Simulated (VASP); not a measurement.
# C (P3_221) in VASP: further runs, part 2 of 2

VASP 6.6.1. The steps go on from the part before.

## (5) Relaxation of cell and atoms, PBE

INCAR

```
  PREC = Accurate
  ENCUT = 600
  EDIFF = 1E-6
  ISMEAR = 0
  SIGMA = 0.1
  LREAL = False
  LASPH = True
  NELM = 60
  ALGO = Normal
  ISIF = 3
  LWAVE = False
  LCHARG = False
  GGA = PE
  IBRION = 2
  NSW = 90
  EDIFFG = -0.04
```

KPOINTS

```
Automatic mesh
0
Gamma
  6 6 6
```

POSCAR

```
C
1.0
    4.0582492200      0.0000000000      0.0000000000
   -2.0291246100      3.5145469200      0.0000000000
    0.0000000000      0.0000000000      3.4691886300
C
9
Direct
    0.7639963300      0.2876489900      0.5976914600
    0.7123510100      0.4763473400      0.2643581200
    0.5236526600      0.2360036700      0.9310247900
    0.2876489900      0.7639963300      0.4023085400
    0.4763473400      0.7123510100      0.7356418800
    0.2360036700      0.5236526600      0.0689752100
    0.8709721100      0.0000000000      0.6666666700
    0.0000000000      0.8709721100      0.3333333300
    0.1290278900      0.1290278900      0.0000000000
```

Launch:

```console
cat potpaw_PBE.64/C/POTCAR > POTCAR
mpirun -np 1 vasp_std > vasp.out
```

Run time: 3 min. Hardware: 1 thread of Intel Xeon 6975P-C (Granite Rapids), shared host; peak memory 0.18 GiB.

Results (log left out):

```
Free energy                            : -71.6468 eV
Relaxed volume                         : 6.43 Å³/atom
Relaxed cell                           : a = 4.292 Å, b = 4.292 Å, c = 3.627 Å, α = 90.00°, β = 90.00°, γ = 120.00°
Space group after relaxing (to 0.05 Å) : P3_221 (No. 154)
Energy gained by relaxing              : 346.4 meV/atom
Ionic steps                            : 17
Pressure after relaxing                : 0.0 GPa
Largest force after relaxing           : 0.035 eV/Å
Band gap on the k mesh                 : zero (band 18 reaches 9.23 eV, above the bottom of band 19 at 8.58 eV)
```

Forces in eV/Å, atoms in the order of the input:
```
C    0.011 -0.019  0.005
C    0.011  0.019  0.005
C   -0.022  0.000  0.005
C   -0.022  0.000 -0.005
C    0.011  0.019 -0.005
C    0.011 -0.019 -0.005
C   -0.035  0.000  0.000
C    0.018 -0.030  0.000
C    0.018  0.030  0.000
```

Stress tensor (GPa, compression positive):
```
-0.36  0.00  0.00
 0.00 -0.36  0.00
 0.00  0.00  0.56
```

Step by step:
```
step  energy change (eV)  largest force (eV/Å)  pressure (GPa)  volume (Å³)
   1              0.0000                2.3600           72.57        49.48
   2             -0.5356                2.1585          -42.17        69.54
   3             -2.2156                1.7923           -4.90        58.98
   4             -2.2180                1.7614           -3.21        58.67
   5             -2.6835                1.1065           -6.29        60.03
   6             -2.6876                0.9746           -6.27        59.91
   7             -2.8843                0.5899            1.78        58.49
   8             -2.8859                0.5412            1.09        58.60
   9             -2.9453                0.4343           -1.63        58.64
  10             -2.9476                0.4733           -2.23        58.64
  11             -3.0093                0.4531           -0.26        58.13
  12             -3.0709                0.2814            3.55        57.17
  13             -3.1025                0.4323           -0.31        57.83
  14             -3.1072                0.2517            0.66        57.66
  15             -3.1122                0.2596           -0.72        58.01
  16             -3.1157                0.0835           -0.18        57.88
  17             -3.1173                0.0351           -0.05        57.88
```

Final structure:
```cif
data_structure
_symmetry_space_group_name_H-M 'P 1'
_symmetry_Int_Tables_number 1
_cell_length_a 4.2923
_cell_length_b 4.2923
_cell_length_c 3.6273
_cell_angle_alpha 90.000
_cell_angle_beta 90.000
_cell_angle_gamma 120.000
_cell_volume 57.88
loop_
_atom_site_label
_atom_site_type_symbol
_atom_site_fract_x
_atom_site_fract_y
_atom_site_fract_z
_atom_site_occupancy
C1 C 0.72226 0.25478 0.55239 1
C2 C 0.74522 0.46748 0.21906 1
C3 C 0.53252 0.27774 0.88572 1
C4 C 0.25478 0.72226 0.44761 1
C5 C 0.46748 0.74522 0.78094 1
C6 C 0.27774 0.53252 0.11428 1
C7 C 0.85593 0.00000 0.66667 1
C8 C 0.00000 0.85593 0.33333 1
C9 C 0.14407 0.14407 0.00000 1
```

Levels at points of the mesh, in eV from the Fermi level:
```
           k point  band 16  band 17  band 18  band 19  band 20  band 21
(0.00, 0.00, 0.00)    -3.29    -3.29    -2.00     2.31     2.55     2.55
(0.50, 0.00, 0.00)    -4.25    -1.56    -1.24     0.53     0.86     2.86
(0.00, 0.00, 0.50)    -2.28    -0.11    -0.11     3.41     3.84     3.84
(0.50, 0.00, 0.50)    -2.19    -1.06    -0.26    -0.01     1.13     3.65
```

Caveat: the volume moved by over 15 % at a fixed basis, so the end points are rough.

## (6) Single point, PBE

This run uses another cell than the first one, of 6.42 Å³/atom, 1.168 times its volume.

INCAR

```
SYSTEM = C
PREC = Accurate ; ENCUT = 520
EDIFF = 1E-6 ; ISMEAR = 0
SIGMA = 0.1 ; LREAL = .False.
LASPH = .True. ; NELM = 80
ALGO = Normal ; ISIF = 2
LWAVE = .False. ; LCHARG = .False.
GGA = PE ; NBANDS = 28
```

KPOINTS

```
Automatic mesh
0
Gamma
  12 12 10
  0 0 0
```

POSCAR

```
C
1.0
    4.2899234060      0.0000000000      0.0000000000
   -2.1449617030      3.7151826499      0.0000000000
    0.0000000000      0.0000000000      3.6266998704
C
9
Direct
    0.7223564190      0.2547732887      0.5523245429
    0.7452267113      0.4675831302      0.2189912096
    0.5324168698      0.2776435810      0.8856578762
    0.2547732887      0.7223564190      0.4476754571
    0.4675831302      0.7452267113      0.7810087904
    0.2776435810      0.5324168698      0.1143421238
    0.8558998710      0.0000000000      0.6666666667
    0.0000000000      0.8558998710      0.3333333333
    0.1441001290      0.1441001290      0.0000000000
```

Potentials or basis: VASP PAW PBE potentials, release 64 (C).

Launch:

```console
cat potpaw_PBE.64/C/POTCAR > POTCAR
mpirun -np 1 vasp_std > vasp.out
```

Wall time 79 s (1 thread of Intel Xeon 6975P-C (Granite Rapids), shared host); peak memory 0.28 GiB.

Results (log left out):

- Free energy: -71.6332 eV
- Pressure: 0.5 GPa
- Largest force: 0.044 eV/Å
- Band gap on the k mesh: zero (band 18 reaches 9.25 eV, above the bottom of band 19 at 8.58 eV)

Forces in eV/Å, atoms in the order of the input:
```
C   -0.003  0.005 -0.010
C   -0.002 -0.005 -0.010
C    0.006  0.001 -0.010
C    0.006 -0.001  0.010
C   -0.003 -0.005  0.010
C   -0.002  0.005  0.010
C    0.044  0.000  0.000
C   -0.022  0.038  0.000
C   -0.022 -0.038  0.000
```

Levels at points of the mesh, in eV from the Fermi level:
```
           k point  band 16  band 17  band 18  band 19  band 20  band 21
(0.00, 0.00, 0.00)    -3.28    -3.28    -2.00     2.32     2.57     2.57
(0.50, 0.00, 0.00)    -4.24    -1.55    -1.23     0.55     0.87     2.88
(0.00, 0.00, 0.50)    -2.28    -0.10    -0.10     3.43     3.86     3.86
(0.50, 0.00, 0.50)    -2.19    -1.05    -0.25     0.00     1.14     3.67
```

## (7) Single point, PBE, collinear spin, ferromagnetic start

INCAR

```
ALGO     = Normal         # electronic algorithm
EDIFF    = 1E-6           # SCF threshold, eV
ENCUT    = 520            # plane-wave cutoff, eV
GGA      = PE             # functional
ISIF     = 2              # what is computed and relaxed
ISMEAR   = 0              # smearing method
ISPIN    = 2              # spin polarisation
LASPH    = True           # aspherical terms in the spheres
LCHARG   = False          # write CHGCAR
LORBIT   = 11             # projections on sites
LREAL    = False          # projectors in reciprocal space
LWAVE    = False          # write WAVECAR
MAGMOM   = 1 1 1 1 1 1 1 1 1 # initial moments
NBANDS   = 32             # bands
NELM     = 150            # most SCF steps
PREC     = Accurate       # precision mode
SIGMA    = 0.1            # smearing width, eV
```

KPOINTS

```
k-points
0
Gamma
  6 6 6
```

POSCAR

```
C
1.0
    4.0582492200      0.0000000000      0.0000000000
   -2.0291246100      3.5145469200      0.0000000000
    0.0000000000      0.0000000000      3.4691886300
C
9
Direct
    0.7639963300      0.2876489900      0.5976914600
    0.7123510100      0.4763473400      0.2643581200
    0.5236526600      0.2360036700      0.9310247900
    0.2876489900      0.7639963300      0.4023085400
    0.4763473400      0.7123510100      0.7356418800
    0.2360036700      0.5236526600      0.0689752100
    0.8709721100      0.0000000000      0.6666666700
    0.0000000000      0.8709721100      0.3333333300
    0.1290278900      0.1290278900      0.0000000000
```

Launch:

```console
cat potpaw_PBE.64/C/POTCAR > POTCAR
mpirun -np 1 vasp_std > vasp.out
```

Wall time 58 s (1 thread of Intel Xeon 6975P-C (Granite Rapids), shared host); peak memory 0.21 GiB.

Results (log left out):

```
Free energy                                           : -68.5072 eV
Pressure                                              : 73.3 GPa
Largest force                                         : 2.358 eV/Å
Band gap on the k mesh                                : zero (filled and empty bands overlap)
Net moment                                            : 0.00 μB per cell
Valence electrons inside the program's atomic spheres : C 2.61, 2.75
```

Forces on the atoms (eV/Å):
```
C   -2.253 -0.549 -0.428
C    1.602 -1.676 -0.428
C    0.651  2.225 -0.428
C    0.651 -2.225  0.428
C   -2.253  0.549  0.428
C    1.602  1.676  0.428
C    0.275  0.000  0.000
C   -0.137  0.238  0.000
C   -0.137 -0.238  0.000
```

Stress tensor (GPa, compression positive):
```
75.01  0.00  0.00
 0.00 75.01  0.00
 0.00  0.00 69.75
```

Levels at points of the mesh, in eV from the Fermi level:
Spin up:
```tsv
k point	band 16	band 17	band 18	band 19	band 20	band 21
(0.00, 0.00, 0.00)	-3.96	-3.96	-1.50	0.15	1.57	1.57
(0.50, 0.00, 0.00)	-5.11	-2.36	-0.94	0.91	0.93	1.50
(0.00, 0.00, 0.50)	-1.33	-0.42	-0.42	0.81	4.30	4.30
(0.50, 0.00, 0.50)	-2.46	-1.65	-0.75	0.40	1.14	3.75
```
Spin down:
| k point | band 14 | band 15 | band 16 | band 17 | band 18 | band 19 | band 20 | band 21 | band 22 | band 23 |
| --- | --- | --- | --- | --- | --- | --- | --- | --- | --- | --- |
| (0.00, 0.00, 0.00) | -5.99 | -5.63 | -3.96 | -3.96 | -1.50 | 0.15 | 1.57 | 1.57 | 5.23 | 5.23 |
| (0.50, 0.00, 0.00) | -6.11 | -5.28 | -5.11 | -2.36 | -0.94 | 0.91 | 0.93 | 1.50 | 5.17 | 6.92 |
| (0.00, 0.00, 0.50) | -7.97 | -2.93 | -1.33 | -0.42 | -0.42 | 0.81 | 4.30 | 4.30 | 6.31 | 8.99 |
| (0.50, 0.00, 0.50) | -5.63 | -4.71 | -2.46 | -1.65 | -0.75 | 0.40 | 1.14 | 3.75 | 6.11 | 6.94 |

Caveat: forces of over 1 eV/Å act on the atoms, so gaps and moduli don't describe the material at rest.

## (8) Overview

```csv
task,spin,cell,k mesh,cutoff (eV),smearing,gap on the mesh (eV),pressure (GPa),largest force (eV/Å)
single point,off,"a = 4.058, b = 4.058, c = 3.469 Å, angles 90.0, 90.0, 120.0°, 9 atoms",6 × 6 × 6,520,gaussian 0.1 eV,none,73.3,2.36
single point,off,"a = 4.287, b = 4.287, c = 3.631 Å, angles 90.0, 90.0, 120.0°, 9 atoms",6 × 6 × 6,520,gaussian 0.1 eV,none,0.6,0.03
single point,off,"a = 3.627, b = 4.290, c = 4.290 Å, angles 120.0, 90.0, 90.0°, 9 atoms",6 × 6 × 6,520,gaussian 0.2 eV,none,0.5,0.02
relaxation of cell and atoms,off,"relaxed from a = 4.058, b = 4.058, c = 3.469 Å, angles 90.0, 90.0, 120.0°, 9 atoms",6 × 6 × 6,600,gaussian 0.1 eV,none,0.0,0.04
single point,off,"a = 4.290, b = 4.290, c = 3.627 Å, angles 90.0, 90.0, 120.0°, 9 atoms",12 × 12 × 10,520,gaussian 0.1 eV,none,0.5,0.04
single point,"collinear, ferromagnetic start","a = 4.058, b = 4.058, c = 3.469 Å, angles 90.0, 90.0, 120.0°, 9 atoms",6 × 6 × 6,520,gaussian 0.1 eV,none,73.3,2.36
```

Alike in all rows: level PBE; potentials or basis VASP PAW PBE potentials, release 64 (C).

Caveats: forces of over 1 eV/Å act on the atoms, so gaps and moduli don't describe the material at rest (some runs); the volume moved by over 15 % at a fixed basis, so the end points are rough (some runs).

Absolute energies hang on the potentials; compare differences alone.
